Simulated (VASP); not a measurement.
# C (C2/m) in VASP: further runs

The runs below take C through single point, with r2SCAN.

Everything below comes from runs of VASP 6.6.1. Logs are shortened: lines on timing, memory, paths and dates and some standing lists are left out, and cuts for length are marked.

### Step 1. The cell of the first run

It takes space group C2/m (No. 12, monoclinic). The conventional cell has a = 4.226 Å, b = 2.440 Å, c = 3.739 Å, α = 90.00°, β = 111.49°, γ = 90.00°. C (site symmetry m) has 3 C at 1.41 Å within 1.9 Å.

### Step 2. Single point, r2SCAN

The input, POSCAR:

```
C
1.0
    2.1130425595     -1.2200386853      0.0000000000
    2.1130425595      1.2200386853      0.0000000000
   -1.3698138511      0.0000000000      3.4793204435
C
2
Direct
    0.1666444700      0.1666444700      0.9999069600
    0.8333555300      0.8333555300      0.0000930400
```

The input, INCAR.step1:

```
  PREC = Accurate
  ENCUT = 520
  ISMEAR = -1
  SIGMA = 0.05
  LREAL = False
  LASPH = True
  NELM = 100
  NBANDS = 11
  GGA = PE
  ALGO = Normal
  EDIFF = 1E-4
  LWAVE = True
  LCHARG = False
```

The input, INCAR.step2:

```
  PREC = Accurate
  ENCUT = 520
  EDIFF = 1E-7
  ISMEAR = -1
  SIGMA = 0.05
  LREAL = False
  LASPH = True
  NELM = 100
  ALGO = Normal
  ISIF = 2
  LWAVE = False
  LCHARG = True
  METAGGA = R2SCAN
  LMIXTAU = True
  LELF = True
  LVHAR = True
  NBANDS = 11
  ISTART = 1
```

The input, KPOINTS:

```
Automatic mesh
0
Gamma
  13 13 8
```

Potentials or basis: VASP PAW PBE potentials, release 64 (C).

The run is started by

```
> cat potpaw_PBE.64/C/POTCAR > POTCAR
> cp INCAR.step1 INCAR
> mpirun -np 1 vasp_std > vasp.out
> cp INCAR.step2 INCAR
> mpirun -np 1 vasp_std > vasp.out
```

OUTCAR:

```text
PREC = Accurate
   ENCUT = 520
   EDIFF = 1E-7
   ISMEAR = -1
   LREAL = False
   LASPH = True
   NELM = 100
   ISIF = 2
   METAGGA = R2SCAN
   ISTART = 1

 ion  position               nearest neighbor table
   1  0.167  0.167  1.000-   2 1.41   2 1.41   2 1.41
   2  0.833  0.833  0.000-   1 1.41   1 1.41   1 1.41

  LATTYP: Found a base centered monoclinic cell.
 ALAT       =     4.2260851190
 B/A-ratio  =     0.5773848141
 C/A-ratio  =     0.8848045598
 COS(beta)  =    -0.3663329314

  Lattice vectors:

 A1 = (   2.1130425595,  -1.2200386853,   0.0000000000)
 A2 = (   2.1130425595,   1.2200386853,   0.0000000000)
 A3 = (  -1.3698138511,   0.0000000000,   3.4793204435)

Analysis of symmetry for initial positions (statically):
=====================================================================
 Subroutine PRICEL returns:
 Original cell was already a primitive cell.

 Routine SETGRP: Setting up the symmetry group for a
 base centered monoclinic supercell.

 Subroutine GETGRP returns: Found  4 space group operations
 (whereof  4 operations were pure point group operations)
 out of a pool of  4 trial point group operations.

The static configuration has the point symmetry C_2h.

Analysis of symmetry for dynamics (positions and initial velocities):
=====================================================================
 Subroutine PRICEL returns:
 Original cell was already a primitive cell.

 Routine SETGRP: Setting up the symmetry group for a
 base centered monoclinic supercell.

 Subroutine GETGRP returns: Found  4 space group operations
 (whereof  4 operations were pure point group operations)
 out of a pool of  4 trial point group operations.

The dynamic configuration has the point symmetry C_2h.

 Subroutine INISYM returns: Found  4 space group operations
 (whereof  4 operations are pure point group operations),
 and found     1 'primitive' translations

----------------------------------------------------------------------------------------

                                     Primitive cell

  volume of cell :      17.9393

  direct lattice vectors                    reciprocal lattice vectors
     2.113042560 -1.220038685  0.000000000     0.236625617 -0.409823070  0.093159872
     2.113042560  1.220038685  0.000000000     0.236625617  0.409823070  0.093159872
    -1.369813851  0.000000000  3.479320443     0.000000000  0.000000000  0.287412446

  length of vectors
     2.439967879  2.439967879  3.739259383     0.482312548  0.482312548  0.287412446
[... 83 lines left out ...]
   EDIFFG = 0.1E-05   stopping-criterion for IOM
   NSW    =      0    number of steps for IOM
   IBRION =     -1    ionic relax: 0-MD 1-quasi-New 2-CG
   NFREE  =      0    steps in history (QN), initial steepest desc. (CG)
   ISIF   =      2    stress and relaxation
   ISYM   =      2    0-nonsym 1-usesym 2-fastsym
   POTIM  = 0.5000    time-step for ionic-motion
   TEBEG  =    0.0;   TEEND  =   0.0 temperature during run
   PSTRESS=    0.0 pullay stress
   NELECT =       8.0000    total number of electrons
   NUPDOWN=      -1.0000    fix difference up-down
   EMIN   =  10.00;   EMAX   =-10.00  energy-range for DOS
   EFERMI =   0.00;   METHOD = LEGACY
   ISMEAR =    -1;   SIGMA  =   0.05  broadening in eV -4-tet -1-fermi 0-gaus
   EFERMI_NEDOS =   21; number of points for ismear=-14 and -15
   IALGO  =     38    algorithm
   IMIX   =      4    mixing-type and parameters
     AMIX     =   0.40;   BMIX     =  1.00
     AMIX_MAG =   1.60;   BMIX_MAG =  1.00
  volume/ion in A,a.u.               =       8.97        60.53
  Fermi-wavevector in a.u.,A,eV,Ry     =   1.250747  2.363569 21.284513  1.564368
  Thomas-Fermi vector in A             =   2.384727
   LORBIT       =      0    0 simple, 1 ext, 2 COOP (PROOUT), +10 PAW based schemes
   METAGGA = R2SCAN    functional components
   LHFCALC =     F    Hartree Fock is set to
   AEXX    =    0.0000 exact exchange contribution
   IVDW    =     0    specifies the selected vdW correction
   LEPSILON=     F    determine dielectric tensor
   LRPA    =     F    only Hartree local field effects (RPA)
 non-spin polarized calculation
  energy-cutoff  :      520.00
  volume of cell :       17.94
 maximum number of plane-waves:       497
 NGX is ok and might be reduce to    18
   NGX =  9   NGY =  9   NGZ = 13

 number of electron       8.0000000 magnetization

 Free energy of the ion-electron system (eV)
  ---------------------------------------------------
  ext. energy  EPLUGINS =         0.00000000
  ---------------------------------------------------
  free energy    TOTEN  =       -19.86969796 eV

  energy without entropy =      -19.86969738  energy(sigma->0) =      -19.86969767

 E-fermi :   4.5606     XC(G=0): -10.9258

 val. band max:        4.0788676036   @ k =  -0.3077   0.3077   0.0000
 cond. band min:       5.0761885436   @ k =  -0.3077   0.3846   0.3750
 fundamental gap:      0.9973209400
 Fermi energy:         4.5606036352

 k-point     1 :       0.0000    0.0000    0.0000
  band No.  band energies     occupation
      1     -16.6192      2.00000
      2      -2.8854      2.00000
      3       1.2991      2.00000
      4       1.3028      2.00000
      5       8.5301      0.00000
      6      13.3772      0.00000
      7      13.3798      0.00000
      8      17.1895      0.00000
      9      18.3096      0.00000
     10      28.8462      0.00000
     11      30.2500      0.00000
[... 309 lines left out ...]
 k-point    24 :       0.4615    0.1538   -0.0000
  band No.  band energies     occupation
      1     -12.4423      2.00000
      2      -7.0454      2.00000
      3      -3.6941      2.00000
      4       1.1323      2.00000
      5       8.2671      0.00000
      6      14.6914      0.00000
      7      15.3538      0.00000
      8      18.8397      0.00000
      9      20.2969      0.00000
     10      23.9336      0.00000
     11      28.6702      0.00000

 [... further k-points ...]
[... 5 lines left out ...]
  --------------------------------------------------------------------------------------
  -------------------------------------------------------------------------------------
  Total        1.0386835      1.0296159      0.0339267      0.0000000      0.0000000     -0.0040980
  in kB       92.7657245     91.9558921      3.0300216      0.0000000      0.0000000     -0.3659954
  external PRESSURE =      62.5838794 kB  Pullay stress =       0.0000000 kB

 VOLUME and BASIS-vectors are now :
 -----------------------------------------------------------------------------
  energy-cutoff  :      520.00
  volume of cell :       17.94
      direct lattice vectors                 reciprocal lattice vectors
     2.113042560 -1.220038685  0.000000000     0.236625617 -0.409823070  0.093159872
     2.113042560  1.220038685  0.000000000     0.236625617  0.409823070  0.093159872
    -1.369813851  0.000000000  3.479320443     0.000000000  0.000000000  0.287412446

 POSITION                                       TOTAL-FORCE (eV/Angst)
 -----------------------------------------------------------------------------------
     -0.66543      0.00000      3.47900        -0.002241      0.000000      0.010131
      3.52170      0.00000      0.00032         0.002241      0.000000     -0.010131
 -----------------------------------------------------------------------------------
    total drift:                               -0.000000     -0.000000      0.000000

  FREE ENERGIE OF THE ION-ELECTRON SYSTEM (eV)
  ---------------------------------------------------
  free  energy   TOTEN  =       -19.8696979591 eV

  energy  without entropy=      -19.8696973796  energy(sigma->0) =      -19.86969767
```

It took 2.1 min on 1 thread of Intel Xeon 6975P-C (Granite Rapids), shared host; peak memory 0.16 GiB.

What came out:

```yaml
Free_energy: -19.8697 eV
Pressure: 6.3 GPa
Largest_force: 0.010 eV/Å
Band_gap_on_the_k_mesh: 1.00 eV, indirect (least direct gap 1.01 eV)
```

Forces on the atoms (eV/Å):
```
C   -0.002  0.000  0.010
C    0.002  0.000 -0.010
```

Stress tensor (GPa, compression positive):
```
 9.28  0.00 -0.04
 0.00  9.20  0.00
-0.04  0.00  0.30
```

Levels at points of the mesh, in eV from the valence-band top:
```
           k point  band 1  band 2  band 3  band 4  band 5  band 6  band 7  band 8  band 9
(0.00, 0.00, 0.00)  -20.70   -6.96   -2.78   -2.78    4.45    9.30    9.30   13.11   14.23
(0.00, 0.00, 0.50)  -20.48   -8.62   -2.79   -2.79    9.26    9.26   10.55   13.28   14.07
```

Caveat: the PAW data sets were made with another functional, which shifts forces and pressure a little. A k mesh can miss the band edges.

### Step 3. Single point, r2SCAN

This run uses another cell than the first one, of 9.34 Å³/atom, 1.041 times its volume.

The input, POSCAR:

```
C
1.0
    2.1414089317     -1.2364169979      0.0000000000
    2.1414089317      1.2364169979      0.0000000000
   -1.3882028085      0.0000000000      3.5260283048
C
2
Direct
    0.1666444700      0.1666444700      0.9999069600
    0.8333555300      0.8333555300      0.0000930400
```

The input, INCAR.step1:

```
SYSTEM = C
PREC = Accurate ; ENCUT = 520
ISMEAR = -1 ; SIGMA = 0.05
LREAL = .FALSE. ; LASPH = .TRUE.
NELM = 60 ; NBANDS = 11
GGA = PE ; ALGO = Normal
EDIFF = 1E-4 ; LWAVE = .TRUE.
LCHARG = .FALSE.
```

The input, INCAR.step2:

```
SYSTEM = C
PREC = Accurate ; ENCUT = 520
EDIFF = 1E-6 ; ISMEAR = -1
SIGMA = 0.05 ; LREAL = .FALSE.
LASPH = .TRUE. ; NELM = 60
ALGO = Normal ; ISIF = 2
LWAVE = .FALSE. ; LCHARG = .FALSE.
METAGGA = R2SCAN ; LMIXTAU = .TRUE.
NBANDS = 11 ; ISTART = 1
```

The input, KPOINTS:

```
Automatic mesh
0
G
  13 13 8
  0 0 0
```

Potentials or basis: VASP PAW PBE potentials, release 64 (C).

The run is started by

```
> cat potpaw_PBE.64/C/POTCAR > POTCAR
> cp INCAR.step1 INCAR
> mpirun -np 1 vasp_std > vasp.out
> cp INCAR.step2 INCAR
> mpirun -np 1 vasp_std > vasp.out
```

Run time: 2.1 min. Hardware: 1 thread of Intel Xeon 6975P-C (Granite Rapids), shared host; peak memory 0.16 GiB.

The run converged. Its results:

```
Free energy            : -19.8730 eV
Pressure               : -4.8 GPa
Largest force          : 0.011 eV/Å
Band gap on the k mesh : 0.98 eV, indirect (least direct gap 0.99 eV)
```

Forces on the atoms (eV/Å):
```
C   -0.002  0.000  0.010
C    0.002  0.000 -0.010
```

Stress tensor (GPa, compression positive):
```
-7.16  0.00 -0.03
 0.00 -7.23  0.00
-0.03  0.00  0.07
```

Levels at points of the mesh, in eV from the valence-band top:
```tsv
k point	band 1	band 2	band 3	band 4	band 5	band 6	band 7	band 8
(0.00, 0.00, 0.00)	-20.36	-6.73	-2.80	-2.79	4.51	9.03	9.03	12.59
(0.00, 0.00, 0.50)	-20.15	-8.30	-2.81	-2.81	8.99	9.00	10.37	12.75
```

Caveat: the PAW data sets were made with another functional, which shifts forces and pressure a little.

### Step 4. Single point, r2SCAN

This run uses another cell than the first one, of 9.52 Å³/atom, 1.061 times its volume.

The input, POSCAR:

```
C
1.0
    2.1553145742     -1.2444459046      0.0000000000
    2.1553145742      1.2444459046      0.0000000000
   -1.3972173651      0.0000000000      3.5489252341
C
2
Direct
    0.1666444700      0.1666444700      0.9999069600
    0.8333555300      0.8333555300      0.0000930400
```

The input, INCAR.step1:

```
SYSTEM = C
  ALGO = Normal
  EDIFF = 1E-4
  ENCUT = 520
  GGA = PE
  ISMEAR = -1
  LASPH = .TRUE.
  LCHARG = .FALSE.
  LREAL = .FALSE.
  LWAVE = .TRUE.
  NBANDS = 11
  NELM = 80
  PREC = Accurate
  SIGMA = 0.05
```

The input, INCAR.step2:

```
SYSTEM = C
  ALGO = Normal
  EDIFF = 1E-7
  ENCUT = 520
  ISIF = 2
  ISMEAR = -1
  ISTART = 1
  LASPH = .TRUE.
  LCHARG = .FALSE.
  LMIXTAU = .TRUE.
  LREAL = .FALSE.
  LWAVE = .FALSE.
  METAGGA = R2SCAN
  NBANDS = 11
  NELM = 80
  PREC = Accurate
  SIGMA = 0.05
```

The input, KPOINTS:

```
k-points
0
G
  13 13 8
  0 0 0
```

The run is started by

```
> cat potpaw_PBE.64/C/POTCAR > POTCAR
> cp INCAR.step1 INCAR
> mpirun -np 1 vasp_std > vasp.out
> cp INCAR.step2 INCAR
> mpirun -np 1 vasp_std > vasp.out
```

Wall time 2.5 min (1 thread of Intel Xeon 6975P-C (Granite Rapids), shared host); peak memory 0.17 GiB.

Results (log left out):

```
Free energy            : -19.8568 eV
Pressure               : -9.6 GPa
Largest force          : 0.011 eV/Å
Band gap on the k mesh : 0.98 eV, indirect (least direct gap 0.99 eV)
```

Forces in eV/Å, atoms in the order of the input:
```
C   -0.002  0.000  0.010
C    0.002  0.000 -0.010
```

Stress tensor (GPa, compression positive):
```
-14.34   0.00  -0.03
  0.00 -14.41   0.00
 -0.03   0.00  -0.05
```

Levels at points of the mesh, in eV from the valence-band top:
| k point | band 1 | band 2 | band 3 | band 4 | band 5 | band 6 | band 7 | band 8 | band 9 |
| --- | --- | --- | --- | --- | --- | --- | --- | --- | --- |
| (0.00, 0.00, 0.00) | -20.19 | -6.63 | -2.80 | -2.80 | 4.53 | 8.90 | 8.91 | 12.35 | 12.81 |
| (0.00, 0.00, 0.50) | -20.00 | -8.15 | -2.81 | -2.81 | 8.87 | 8.87 | 10.29 | 12.50 | 12.67 |

Caveat: the PAW data sets were made with another functional, which shifts forces and pressure a little. r2SCAN opens gaps a little over a GGA but as a rule still falls short of measured ones.

(Continued in part 2 of 2.)
